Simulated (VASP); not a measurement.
# HfN (F-43m) in VASP: a series of runs

The runs below take HfN through single point, with PBEsol.

Program: VASP 6.6.1. These are calculated values, not measurements. Logs are shortened: lines on timing, memory, paths and dates and some standing lists are left out, and cuts for length are marked.

## Step 1: The cell of the first run

It takes space group F-43m (No. 216, cubic). Conventional cell: a = 4.910 Å, b = 4.910 Å, c = 4.910 Å, α = 90.00°, β = 90.00°, γ = 90.00°. Within 2.8 Å of Hf (site symmetry -43m) lie 4 N at 2.13 Å. Within 2.8 Å of N (site symmetry -43m) lie 4 Hf at 2.13 Å.

## Step 2: Single point, PBEsol

INCAR reads:

```
SYSTEM = HfN
ALGO = Normal
EDIFF = 1E-6
ENCUT = 520
GGA = PS
ISIF = 2
ISMEAR = -1
LASPH = .True.
LCHARG = .False.
LREAL = .False.
LWAVE = .False.
NBANDS = 14
NELM = 60
PREC = Accurate
SIGMA = 0.03
```

KPOINTS reads:

```
k-points
0
Gamma
  5 5 5
  0 0 0
```

POSCAR reads:

```
HfN
1.0
    0.0000000000      2.4548220000      2.4548220000
    2.4548220000      0.0000000000      2.4548220000
    2.4548220000      2.4548220000      0.0000000000
Hf N
1 1
Direct
    0.0000000000      0.0000000000      0.0000000000
    0.2500000000      0.2500000000      0.2500000000
```

Potentials or basis: VASP PAW PBE potentials, release 64 (Hf_pv, N).

The run is started by

```
$ cat potpaw_PBE.64/Hf_pv/POTCAR potpaw_PBE.64/N/POTCAR > POTCAR
$ mpirun -np 1 vasp_std > vasp.out
```

OUTCAR:

```text
SYSTEM = HfN
   EDIFF = 1E-6
   ENCUT = 520
   GGA = PS
   ISIF = 2
   ISMEAR = -1
   LASPH = .True.
   LREAL = .False.
   NELM = 60
   PREC = Accurate

 ion  position               nearest neighbor table
   1  0.000  0.000  0.000-   2 2.13   2 2.13   2 2.13   2 2.13
   2  0.250  0.250  0.250-   1 2.13   1 2.13   1 2.13   1 2.13

  LATTYP: Found a face centered cubic cell.
 ALAT       =     4.9096440000

  Lattice vectors:

 A1 = (   0.0000000000,   2.4548220000,   2.4548220000)
 A2 = (   2.4548220000,   0.0000000000,   2.4548220000)
 A3 = (   2.4548220000,   2.4548220000,   0.0000000000)

Analysis of symmetry for initial positions (statically):
=====================================================================
 Subroutine PRICEL returns:
 Original cell was already a primitive cell.

 Routine SETGRP: Setting up the symmetry group for a
 face centered cubic supercell.

 Subroutine GETGRP returns: Found 24 space group operations
 (whereof 24 operations were pure point group operations)
 out of a pool of 48 trial point group operations.

The static configuration has the point symmetry T_d .

Analysis of symmetry for dynamics (positions and initial velocities):
=====================================================================
 Subroutine PRICEL returns:
 Original cell was already a primitive cell.

 Routine SETGRP: Setting up the symmetry group for a
 face centered cubic supercell.

 Subroutine GETGRP returns: Found 24 space group operations
 (whereof 24 operations were pure point group operations)
 out of a pool of 48 trial point group operations.

The dynamic configuration has the point symmetry T_d .

 Subroutine INISYM returns: Found 24 space group operations
 (whereof 24 operations are pure point group operations),
 and found     1 'primitive' translations

----------------------------------------------------------------------------------------

                                     Primitive cell

  volume of cell :      29.5863

  direct lattice vectors                    reciprocal lattice vectors
     0.000000000  2.454822000  2.454822000    -0.203680756  0.203680756  0.203680756
     2.454822000  0.000000000  2.454822000     0.203680756 -0.203680756  0.203680756
     2.454822000  2.454822000  0.000000000     0.203680756  0.203680756 -0.203680756

  length of vectors
     3.471642566  3.471642566  3.471642566     0.352785417  0.352785417  0.352785417
[... 73 lines left out ...]
   ISYM   =      2    0-nonsym 1-usesym 2-fastsym
   POTIM  = 0.5000    time-step for ionic-motion
   TEBEG  =    0.0;   TEEND  =   0.0 temperature during run
   PSTRESS=    0.0 pullay stress
   NELECT =      15.0000    total number of electrons
   NUPDOWN=      -1.0000    fix difference up-down
   EMIN   =  10.00;   EMAX   =-10.00  energy-range for DOS
   EFERMI =   0.00;   METHOD = LEGACY
   ISMEAR =    -1;   SIGMA  =   0.03  broadening in eV -4-tet -1-fermi 0-gaus
   EFERMI_NEDOS =   21; number of points for ismear=-14 and -15
   IALGO  =     38    algorithm
   IMIX   =      4    mixing-type and parameters
     AMIX     =   0.40;   BMIX     =  1.00
     AMIX_MAG =   1.60;   BMIX_MAG =  1.00
  volume/ion in A,a.u.               =      14.79        99.83
  Fermi-wavevector in a.u.,A,eV,Ry     =   1.305395  2.466839 23.185087  1.704056
  Thomas-Fermi vector in A             =   2.436267
   LORBIT       =      0    0 simple, 1 ext, 2 COOP (PROOUT), +10 PAW based schemes
   GGA     = PS    functional components
   LHFCALC =     F    Hartree Fock is set to
   AEXX    =    0.0000 exact exchange contribution
   IVDW    =     0    specifies the selected vdW correction
   LEPSILON=     F    determine dielectric tensor
   LRPA    =     F    only Hartree local field effects (RPA)
 non-spin polarized calculation
  energy-cutoff  :      520.00
  volume of cell :       29.59
 maximum number of plane-waves:       821
 NGX is ok and might be reduce to    28
   NGX = 13   NGY = 13   NGZ = 13

 number of electron      15.0000001 magnetization

 Free energy of the ion-electron system (eV)
  ---------------------------------------------------
  ext. energy  EPLUGINS =         0.00000000
  ---------------------------------------------------
  free energy    TOTEN  =       -22.18696755 eV

  energy without entropy =      -22.17940558  energy(sigma->0) =      -22.18318656

 E-fermi :   5.6919     XC(G=0): -11.3970

 val. band max:        5.6533933377   @ k =   0.4000   0.2000   0.0000
 cond. band min:       5.7969167809   @ k =  -0.4000   0.2000   0.0000
 fundamental gap:      0.1435234432
 Fermi energy:         5.6919025954

 k-point     1 :       0.0000    0.0000    0.0000
  band No.  band energies     occupation
      1     -25.4437      2.00000
      2     -25.4437      2.00000
      3     -25.4437      2.00000
      4     -10.5070      2.00000
      5       0.1431      2.00000
      6       0.1431      2.00000
      7       0.1431      2.00000
      8       4.8645      2.00000
      9       7.8081      0.00000
     10       7.8081      0.00000
     11      12.1853      0.00000
     12      12.1853      0.00000
     13      12.1853      0.00000
     14      17.9283      0.00000
[... 139 lines left out ...]
      1     -25.8313      2.00000
      2     -25.6715      2.00000
      3     -25.5775      2.00000
      4      -9.0999      2.00000
      5      -0.3224      2.00000
      6       0.6381      2.00000
      7       1.7602      2.00000
      8       4.8399      2.00000
      9       7.0574      0.00000
     10       9.0068      0.00000
     11      11.0821      0.00000
     12      11.9621      0.00000
     13      13.8017      0.00000
     14      15.9871      0.00000

------------------------ aborting loop because EDIFF is reached ----------------------------------------

  FORCE on cell =-STRESS in cart. coord.  units (eV):
  Direction    XX          YY          ZZ          XY          YZ          ZX
  --------------------------------------------------------------------------------------
  -------------------------------------------------------------------------------------
  Total       -1.0362422     -1.0362422     -1.0362422     -0.0000000      0.0000000     -0.0000000
  in kB      -56.1153715    -56.1153715    -56.1153715     -0.0000000      0.0000000     -0.0000000
  external PRESSURE =     -56.1153715 kB  Pullay stress =       0.0000000 kB

 VOLUME and BASIS-vectors are now :
 -----------------------------------------------------------------------------
  energy-cutoff  :      520.00
  volume of cell :       29.59
      direct lattice vectors                 reciprocal lattice vectors
     0.000000000  2.454822000  2.454822000    -0.203680756  0.203680756  0.203680756
     2.454822000  0.000000000  2.454822000     0.203680756 -0.203680756  0.203680756
     2.454822000  2.454822000  0.000000000     0.203680756  0.203680756 -0.203680756

 POSITION                                       TOTAL-FORCE (eV/Angst)
 -----------------------------------------------------------------------------------
      0.00000      0.00000      0.00000         0.000000     -0.000000     -0.000000
      1.22741      1.22741      1.22741        -0.000000      0.000000      0.000000
 -----------------------------------------------------------------------------------
    total drift:                               -0.000000     -0.000000     -0.000000

  FREE ENERGIE OF THE ION-ELECTRON SYSTEM (eV)
  ---------------------------------------------------
  free  energy   TOTEN  =       -22.1869675494 eV

  energy  without entropy=      -22.1794055757  energy(sigma->0) =      -22.18318656
```

OSZICAR:

```text
N       E                     dE             d eps       ncg     rms          rms(c)
DAV:   1     0.410358191307E+02    0.41036E+02   -0.76538E+03   280   0.972E+02
DAV:   2    -0.229378650913E+02   -0.63974E+02   -0.59892E+02   382   0.228E+02
DAV:   3    -0.254969432597E+02   -0.25591E+01   -0.25499E+01   322   0.385E+01
DAV:   4    -0.255121121230E+02   -0.15169E-01   -0.15167E-01   352   0.350E+00
DAV:   5    -0.255122758721E+02   -0.16375E-03   -0.16375E-03   304   0.322E-01    0.544E+01
DAV:   6    -0.223571905583E+02    0.31551E+01   -0.11953E+01   304   0.239E+01    0.399E+01
DAV:   7    -0.222170783794E+02    0.14011E+00   -0.76221E-01   292   0.748E+00    0.252E+01
DAV:   8    -0.221958248136E+02    0.21254E-01   -0.11962E-01   328   0.301E+00    0.672E+00
DAV:   9    -0.221871711946E+02    0.86536E-02   -0.25078E-02   316   0.114E+00    0.164E+00
DAV:  10    -0.221870004331E+02    0.17076E-03   -0.15321E-03   322   0.350E-01    0.321E-01
DAV:  11    -0.221869701085E+02    0.30325E-04   -0.10648E-04   352   0.945E-02    0.861E-02
DAV:  12    -0.221869676754E+02    0.24331E-05   -0.19236E-05   376   0.340E-02    0.265E-02
DAV:  13    -0.221869675494E+02    0.12597E-06   -0.89437E-07   182   0.917E-03
   1 F= -.22186968E+02 E0= -.22183187E+02  d E =-.756197E-02
```

It took 8.3 s on 1 thread of AMD EPYC 7R13, shared host; peak memory 0.12 GiB.

Results:

* Free energy: -22.1870 eV
* Pressure: -5.6 GPa

Levels at points of the mesh, in eV from the Fermi level:
```csv
k point,band 5,band 6,band 7,band 8,band 9,band 10
"(0.00, 0.00, 0.00)",-5.55,-5.55,-5.55,-0.83,2.12,2.12
```

Caveat: the k points lie up to 0.44 Å⁻¹ apart; the PAW data sets were made with another functional, which shifts forces and pressure a little; spin-orbit coupling is left out, which moves the levels of the heavy elements.

## Step 3: Single point, PBEsol

This run uses another cell than the first one, of 12.82 Å³/atom, 0.867 times its volume.

INCAR reads:

```
SYSTEM = HfN
PREC     = Accurate       ! precision mode
ENCUT    = 520            ! plane-wave cutoff, eV
EDIFF    = 1E-7           ! SCF threshold, eV
ISMEAR   = -1             ! smearing method
SIGMA    = 0.05           ! smearing width, eV
LREAL    = .FALSE.        ! projectors in reciprocal space
LASPH    = .TRUE.         ! aspherical terms in the spheres
NELM     = 100            ! most SCF steps
ALGO     = Normal         ! electronic algorithm
ISIF     = 2              ! what is computed and relaxed
LWAVE    = .FALSE.        ! write WAVECAR
LCHARG   = .FALSE.        ! write CHGCAR
GGA      = PS             ! functional
NBANDS   = 14             ! bands
```

KPOINTS reads:

```
regular mesh
0
G
  9 9 9
  0 0 0
```

POSCAR reads:

```
HfN
1.0
    0.0000000000      2.3404817511      2.3404817511
    2.3404817511      0.0000000000      2.3404817511
    2.3404817511      2.3404817511      0.0000000000
Hf N
1 1
Direct
    0.0000000000      0.0000000000      0.0000000000
    0.2500000000      0.2500000000      0.2500000000
```

Potentials or basis: VASP PAW PBE potentials, release 64 (Hf_pv, N).

The run is started by

```
$ cat potpaw_PBE.64/Hf_pv/POTCAR potpaw_PBE.64/N/POTCAR > POTCAR
$ mpirun -np 1 vasp_std > vasp.out
```

It took 8 s on 1 thread of Intel Xeon 6975P-C, shared host; peak memory 0.16 GiB.

It converged, with:

```yaml
Free_energy: -22.0132 eV
Pressure: 29.7 GPa
```

Levels at points of the mesh, in eV from the Fermi level:
| k point | band 5 | band 6 | band 7 | band 8 | band 9 | band 10 | band 11 | band 12 |
| --- | --- | --- | --- | --- | --- | --- | --- | --- |
| (0.00, 0.00, 0.00) | -6.15 | -6.15 | -6.15 | -0.37 | 2.55 | 2.55 | 7.53 | 7.53 |

Caveat: the PAW data sets were made with another functional, which shifts forces and pressure a little; spin-orbit coupling is left out, which moves the levels of the heavy elements.

## Step 4: Single point, PBEsol

This run uses another cell than the first one, of 13.77 Å³/atom, 0.931 times its volume.

INCAR reads:

```
ALGO     = Normal         # electronic algorithm
EDIFF    = 1E-6           # SCF threshold, eV
ENCUT    = 520            # plane-wave cutoff, eV
GGA      = PS             # functional
ISIF     = 2              # what is computed and relaxed
ISMEAR   = -1             # smearing method
LASPH    = True           # aspherical terms in the spheres
LCHARG   = True           # write CHGCAR
LELF     = True           # ELF
LREAL    = False          # projectors in reciprocal space
LVHAR    = True         
LWAVE    = False          # write WAVECAR
NBANDS   = 14             # bands
NELM     = 60             # most SCF steps
PREC     = Accurate       # precision mode
SIGMA    = 0.05           # smearing width, eV
```

KPOINTS reads:

```
k-points
0
Gamma
  9 9 9
```

POSCAR reads:

```
HfN
1.0
    0.0000000000      2.3969562172      2.3969562172
    2.3969562172      0.0000000000      2.3969562172
    2.3969562172      2.3969562172      0.0000000000
Hf N
1 1
Direct
    0.0000000000      0.0000000000      0.0000000000
    0.2500000000      0.2500000000      0.2500000000
```

The run is started by

```
$ cat potpaw_PBE.64/Hf_pv/POTCAR potpaw_PBE.64/N/POTCAR > POTCAR
$ mpirun -np 1 vasp_std > vasp.out
```

It took 8.1 s on 1 thread of Intel Xeon 6975P-C, shared host; peak memory 0.17 GiB.

It converged, with:

```
Free energy : -22.2386 eV
Pressure    : 9.3 GPa
```

Levels at points of the mesh, in eV from the Fermi level:
```tsv
k point	band 4	band 5	band 6	band 7	band 8	band 9	band 10	band 11
(0.00, 0.00, 0.00)	-16.47	-5.79	-5.79	-5.79	-0.56	2.37	2.37	7.05
```

Caveat: the PAW data sets were made with another functional, which shifts forces and pressure a little; spin-orbit coupling is left out, which moves the levels of the heavy elements.

## Step 5: Single point, PBEsol

This run uses another cell than the first one, of 13.26 Å³/atom, 0.896 times its volume.

INCAR reads:

```
SYSTEM = HfN
  ALGO = Normal
  EDIFF = 1E-6
  ENCUT = 520
  GGA = PS
  ISIF = 2
  ISMEAR = -1
  LASPH = .True.
  LCHARG = .True.
  LELF = .True.
  LREAL = .False.
  LVHAR = .True.
  LWAVE = .False.
  NBANDS = 14
  NELM = 100
  PREC = Accurate
  SIGMA = 0.05
```

KPOINTS reads:

```
k-points
0
Gamma
  9 9 9
  0 0 0
```

POSCAR reads:

```
HfN
1.0
    0.0000000000      2.3666889839      2.3666889839
    2.3666889839      0.0000000000      2.3666889839
    2.3666889839      2.3666889839      0.0000000000
Hf N
1 1
Direct
    0.0000000000      0.0000000000      0.0000000000
    0.2500000000      0.2500000000      0.2500000000
```

Potentials or basis: VASP PAW PBE potentials, release 64 (Hf_pv, N).

The run is started by

```
$ cat potpaw_PBE.64/Hf_pv/POTCAR potpaw_PBE.64/N/POTCAR > POTCAR
$ mpirun -np 1 vasp_std > vasp.out
```

OUTCAR:

```text
SYSTEM = HfN
   EDIFF = 1E-6
   ENCUT = 520
   GGA = PS
   ISIF = 2
   ISMEAR = -1
   LASPH = .True.
   LREAL = .False.
   NELM = 100
   PREC = Accurate

 ion  position               nearest neighbor table
   1  0.000  0.000  0.000-   2 2.05   2 2.05   2 2.05   2 2.05
   2  0.250  0.250  0.250-   1 2.05   1 2.05   1 2.05   1 2.05

  LATTYP: Found a face centered cubic cell.
 ALAT       =     4.7333779678

  Lattice vectors:

 A1 = (   0.0000000000,   2.3666889839,   2.3666889839)
 A2 = (   2.3666889839,   0.0000000000,   2.3666889839)
 A3 = (   2.3666889839,   2.3666889839,   0.0000000000)

[... 584 lines left out ...]
     11      11.9266      0.00000
     12      11.9266      0.00000
     13      16.7235      0.00000
     14      19.2752      0.00000

 [... further k-points ...]
[... 5 lines left out ...]
  --------------------------------------------------------------------------------------
  -------------------------------------------------------------------------------------
  Total        3.2191376      3.2191376      3.2191376      0.0000000      0.0000000      0.0000000
  in kB      194.5344644    194.5344644    194.5344644      0.0000000      0.0000000      0.0000000
  external PRESSURE =     194.5344644 kB  Pullay stress =       0.0000000 kB

 VOLUME and BASIS-vectors are now :
 -----------------------------------------------------------------------------
  energy-cutoff  :      520.00
  volume of cell :       26.51
      direct lattice vectors                 reciprocal lattice vectors
     0.000000000  2.366688984  2.366688984    -0.211265613  0.211265613  0.211265613
     2.366688984  0.000000000  2.366688984     0.211265613 -0.211265613  0.211265613
     2.366688984  2.366688984  0.000000000     0.211265613  0.211265613 -0.211265613

 POSITION                                       TOTAL-FORCE (eV/Angst)
 -----------------------------------------------------------------------------------
      0.00000      0.00000      0.00000        -0.000000      0.000000     -0.000000
      1.18334      1.18334      1.18334         0.000000     -0.000000      0.000000
 -----------------------------------------------------------------------------------
    total drift:                               -0.000000     -0.000000     -0.000000

  FREE ENERGIE OF THE ION-ELECTRON SYSTEM (eV)
  ---------------------------------------------------
  free  energy   TOTEN  =       -22.1465243164 eV

  energy  without entropy=      -22.1422100380  energy(sigma->0) =      -22.14436718
```

OSZICAR:

```text
N       E                     dE             d eps       ncg     rms          rms(c)
DAV:   1     0.409792422774E+02    0.40979E+02   -0.77333E+03   980   0.989E+02
DAV:   2    -0.231240672593E+02   -0.64103E+02   -0.59959E+02  1348   0.235E+02
DAV:   3    -0.254178413508E+02   -0.22938E+01   -0.22861E+01  1082   0.366E+01
DAV:   4    -0.254290231918E+02   -0.11182E-01   -0.11180E-01  1178   0.307E+00
DAV:   5    -0.254291246572E+02   -0.10147E-03   -0.10146E-03  1106   0.255E-01    0.663E+01
DAV:   6    -0.222296387524E+02    0.31995E+01   -0.10571E+01  1064   0.239E+01    0.461E+01
DAV:   7    -0.221673315562E+02    0.62307E-01   -0.57366E-01  1106   0.690E+00    0.252E+01
DAV:   8    -0.221505506758E+02    0.16781E-01   -0.50835E-02  1166   0.209E+00    0.503E+00
DAV:   9    -0.221467572645E+02    0.37934E-02   -0.12670E-02  1148   0.809E-01    0.174E+00
DAV:  10    -0.221465614669E+02    0.19580E-03   -0.14026E-03  1136   0.350E-01    0.383E-01
DAV:  11    -0.221465268754E+02    0.34591E-04   -0.11668E-04  1130   0.105E-01    0.758E-02
DAV:  12    -0.221465243943E+02    0.24810E-05   -0.17753E-05  1292   0.335E-02    0.168E-02
DAV:  13    -0.221465243164E+02    0.77949E-07   -0.61224E-07   664   0.781E-03
   1 F= -.22146524E+02 E0= -.22144367E+02  d E =-.431428E-02
```

stdout:

```text
POSCAR found type information on POSCAR HfN
 POSCAR found :  2 types and       2 ions
 scaLAPACK will be used
 -----------------------------------------------------------------------------
|                                                                             |
|                                                                             |
|     You enforced a specific xc type in the INCAR file but a different       |
|     I HOPE YOU KNOW WHAT YOU ARE DOING!                                     |
|                                                                             |
 -----------------------------------------------------------------------------

 LDA part: xc-table for (Slater+PW92), standard interpolation
 POSCAR, INCAR and KPOINTS ok, starting setup
 FFT: planning ... GRIDC
 FFT: planning ... GRID_SOFT
 FFT: planning ... GRID
 WAVECAR not read
 entering main loop
```

Run time: 8 s. Hardware: 1 thread of Intel Xeon 6975P-C, shared host; peak memory 0.16 GiB.

Results:

| Item | Value |
| --- | --- |
| Free energy | -22.1465 eV |
| Pressure | 19.5 GPa |

Caveat: the PAW data sets were made with another functional, which shifts forces and pressure a little; spin-orbit coupling is left out, which moves the levels of the heavy elements.

## Step 6: Overview

| cell | k mesh | smearing | gap on the mesh (eV) | pressure (GPa) |
| --- | --- | --- | --- | --- |
| a = 3.472 Å, angles 60.0°, 2 atoms | 5 × 5 × 5 | fermi-dirac 0.03 eV | none | -5.6 |
| a = 3.310 Å, angles 60.0°, 2 atoms | 9 × 9 × 9 | fermi-dirac 0.05 eV | none | 29.7 |
| a = 3.390 Å, angles 60.0°, 2 atoms | 9 × 9 × 9 | fermi-dirac 0.05 eV | none | 9.3 |
| a = 3.347 Å, angles 60.0°, 2 atoms | 9 × 9 × 9 | fermi-dirac 0.05 eV | none | 19.5 |

Alike in all rows: task single point; level PBEsol; potentials or basis VASP PAW PBE potentials, release 64 (Hf_pv, N); no spin polarisation; cutoff (eV) 520.

Caveats: some runs use coarse meshes; the PAW data sets were made with another functional, which shifts forces and pressure a little; spin-orbit coupling is left out, which moves the levels of the heavy elements.

Absolute energies hang on the potentials; compare differences alone.
